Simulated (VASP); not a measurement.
# N in VASP: a series of runs, part 2 of 2

VASP 6.6.1.

### 5 Single point, PBE

INCAR reads:

```
SYSTEM = N
PREC = Accurate
ENCUT = 520
EDIFF = 1E-6
ISMEAR = -1
SIGMA = 0.05
LREAL = .FALSE.
LASPH = .TRUE.
NELM = 60
ALGO = Normal
ISIF = 2
LWAVE = .FALSE.
LCHARG = .FALSE.
GGA = PE
NBANDS = 42
```

KPOINTS reads:

```
regular mesh
0
G
  1 1 1
  0 0 0
```

POSCAR reads:

```
N
1.0
    7.0338500000      0.0000000000      0.0000000000
    0.0000000000      7.0338500000      0.0000000000
    0.0000000000      0.0000000000      7.0338500000
N
12
Direct
    0.7369790371      1.1995848646      0.0967606645
    0.8508284936      1.1538062370      0.0040944860
    0.6124668567      0.3819103336      0.5201561023
    0.7480540529      0.4485452490      0.4818129474
   -0.0513232440      0.5590110679      0.8541126126
   -0.1337958586      0.6762868131      0.7866246792
    0.3961983835      1.0250005331      0.4055247126
    0.4389203637      0.8799590551      0.3753278788
    0.4894474577      0.9012702858      0.9332442404
    0.3300894958      0.9109946900      0.9235056193
    0.2351770368      0.4027666214      0.3043852229
    0.2930827356      0.4611414801      0.1742004734
```

Potentials or basis: VASP PAW PBE potentials, release 64 (N).

The run is started by

```
> cat potpaw_PBE.64/N/POTCAR > POTCAR
> mpirun -np 1 vasp_gam > vasp.out
```

OUTCAR:

```text
SYSTEM = N
   PREC = Accurate
   ENCUT = 520
   EDIFF = 1E-6
   ISMEAR = -1
   LREAL = .FALSE.
   LASPH = .TRUE.
   NELM = 60
   ISIF = 2
   GGA = PE

 ion  position               nearest neighbor table
   1  0.737  0.200  0.097-   2 1.08
   2  0.851  0.154  0.004-   1 1.08
   3  0.612  0.382  0.520-   4 1.10
   4  0.748  0.449  0.482-   3 1.10
   5  0.949  0.559  0.854-   6 1.11
   6  0.866  0.676  0.787-   5 1.11
   7  0.396  0.025  0.406-   8 1.08
   8  0.439  0.880  0.375-   7 1.08
   9  0.489  0.901  0.933-  10 1.13
  10  0.330  0.911  0.924-   9 1.13
  11  0.235  0.403  0.304-  12 1.08
  12  0.293  0.461  0.174-  11 1.08

  LATTYP: Found a simple cubic cell.
 ALAT       =     7.0338500000

  Lattice vectors:

 A1 = (   7.0338500000,   0.0000000000,   0.0000000000)
[... 178 lines left out ...]
 Fermi energy:        -5.8840427968

 k-point     1 :       0.0000    0.0000    0.0000
  band No.  band energies     occupation
      1     -26.0058      2.00000
      2     -25.9905      2.00000
      3     -25.8259      2.00000
      4     -25.7215      2.00000
      5     -25.4284      2.00000
      6     -25.3438      2.00000
[... 34 lines left out ...]
     41       1.1967      0.00000
     42       1.2471      0.00000

------------------------ aborting loop because EDIFF is reached ----------------------------------------

  FORCE on cell =-STRESS in cart. coord.  units (eV):
  Direction    XX          YY          ZZ          XY          YZ          ZX
  --------------------------------------------------------------------------------------
  -------------------------------------------------------------------------------------
  Total        5.2989744      7.3725495      7.6928072     -0.0662824      0.4357640     -4.8771786
  in kB       24.3962511     33.9429021     35.4173548     -0.3051611      2.0062390    -22.4543215
  external PRESSURE =      31.2521693 kB  Pullay stress =       0.0000000 kB

 VOLUME and BASIS-vectors are now :
 -----------------------------------------------------------------------------
  energy-cutoff  :      520.00
  volume of cell :      348.00
      direct lattice vectors                 reciprocal lattice vectors
     7.033850000  0.000000000  0.000000000     0.142169651  0.000000000  0.000000000
     0.000000000  7.033850000  0.000000000     0.000000000  0.142169651  0.000000000
     0.000000000  0.000000000  7.033850000     0.000000000  0.000000000  0.142169651

 POSITION                                       TOTAL-FORCE (eV/Angst)
 -----------------------------------------------------------------------------------
      5.18380      1.40385      0.68060        -3.877550      1.617533      3.205331
      5.98460      1.08185      0.02880         4.004417     -1.598080     -3.194940
      4.30800      2.68630      3.65870        -2.259937     -1.108382      0.780228
      5.26170      3.15500      3.38900         2.273818      1.070728     -0.866686
      6.67285      3.93200      6.00770        -0.062422      0.283454     -0.029308
      6.09275      4.75690      5.53300         0.217259     -0.074031      0.200627
      2.78680      0.17585      2.85240        -1.348520      4.336490      0.979472
      3.08730      6.18950      2.64000         1.342955     -4.510883     -0.839387
      3.44270      6.33940      6.56430        -1.902306      0.004074     -0.204180
      2.32180      6.40780      6.49580         1.741552     -0.119109      0.046869
      1.65420      2.83300      2.14100        -2.067766     -1.832157      4.273407
      2.06150      3.24360      1.22530         1.938500      1.930364     -4.351434
 -----------------------------------------------------------------------------------
    total drift:                               -0.002230      0.000552     -0.000783

  FREE ENERGIE OF THE ION-ELECTRON SYSTEM (eV)
  ---------------------------------------------------
  free  energy   TOTEN  =       -99.4506152999 eV

  energy  without entropy=      -99.4506152999  energy(sigma->0) =      -99.45061530
```

OSZICAR:

```text
N       E                     dE             d eps       ncg     rms          rms(c)
DAV:   1     0.610237681287E+03    0.61024E+03   -0.29829E+04    84   0.124E+03
DAV:   2    -0.335126074395E+02   -0.64375E+03   -0.62953E+03   128   0.316E+02
DAV:   3    -0.103418790278E+03   -0.69906E+02   -0.69464E+02   104   0.116E+02
DAV:   4    -0.104843503913E+03   -0.14247E+01   -0.14124E+01    96   0.197E+01
DAV:   5    -0.104873630200E+03   -0.30126E-01   -0.29628E-01   112   0.250E+00    0.198E+01
DAV:   6    -0.100500129171E+03    0.43735E+01   -0.64361E+00   104   0.113E+01    0.114E+01
DAV:   7    -0.994804546482E+02    0.10197E+01   -0.45186E+00   102   0.958E+00    0.315E+00
DAV:   8    -0.994532604414E+02    0.27194E-01   -0.39480E-01    92   0.302E+00    0.554E-01
DAV:   9    -0.994506993514E+02    0.25611E-02   -0.14179E-02   104   0.589E-01    0.260E-01
DAV:  10    -0.994508480440E+02   -0.14869E-03   -0.10056E-03   112   0.168E-01    0.107E-01
DAV:  11    -0.994506704073E+02    0.17764E-03   -0.54217E-04   104   0.138E-01    0.424E-02
DAV:  12    -0.994506559555E+02    0.14452E-04   -0.47002E-05   104   0.443E-02    0.149E-02
DAV:  13    -0.994506201968E+02    0.35759E-04   -0.27816E-05    88   0.359E-02    0.173E-02
DAV:  14    -0.994506154903E+02    0.47065E-05   -0.81418E-06   120   0.187E-02    0.453E-03
DAV:  15    -0.994506152999E+02    0.19041E-06   -0.21018E-06    78   0.835E-03
   1 F= -.99450615E+02 E0= -.99450615E+02  d E =-.413030E-10
```

Run time: 22 s. Hardware: 1 thread of Intel Xeon 6975P-C (Granite Rapids), shared host; peak memory 0.33 GiB.

Results:

| Quantity | Value |
| --- | --- |
| Free energy | -99.4506 eV |
| Pressure | 3.1 GPa |
| Largest force | 5.366 eV/Å |

Forces in eV/Å, atoms in the order of the input:
```
N   -3.878  1.618  3.205
N    4.004 -1.598 -3.195
N   -2.260 -1.108  0.780
N    2.274  1.071 -0.867
N   -0.062  0.283 -0.029
N    0.217 -0.074  0.201
N   -1.349  4.336  0.979
N    1.343 -4.511 -0.839
N   -1.902  0.004 -0.204
N    1.742 -0.119  0.047
N   -2.068 -1.832  4.273
N    1.938  1.930 -4.351
```

Stress tensor (GPa, compression positive):
```
 2.44 -0.03 -2.25
-0.03  3.39  0.20
-2.25  0.20  3.54
```

Caveat: the k points lie up to 0.89 Å⁻¹ apart; the standard files for N, O and F lose accuracy on very short bonds; the atoms stand as in a frame of molecular dynamics.

### 6 Summary

| cell | pressure (GPa) | largest force (eV/Å) |
| --- | --- | --- |
| as given, atomic positions A | 3.2 | 6.65 |
| as given, atomic positions B | 2.8 | 9.56 |
| as given, atomic positions C | 0.4 | 1.75 |
| as given, atomic positions D | 3.1 | 5.37 |

Alike in all rows: task single point; level PBE; potentials or basis VASP PAW PBE potentials, release 64 (N); no spin polarisation; k mesh 1 × 1 × 1; cutoff (eV) 520; smearing fermi-dirac 0.05 eV.

Caveats: all runs use coarse meshes; the standard files for N, O and F lose accuracy on very short bonds; the atoms stand as in a frame of molecular dynamics (at least some runs).

Absolute energies hang on the potentials; compare differences alone.
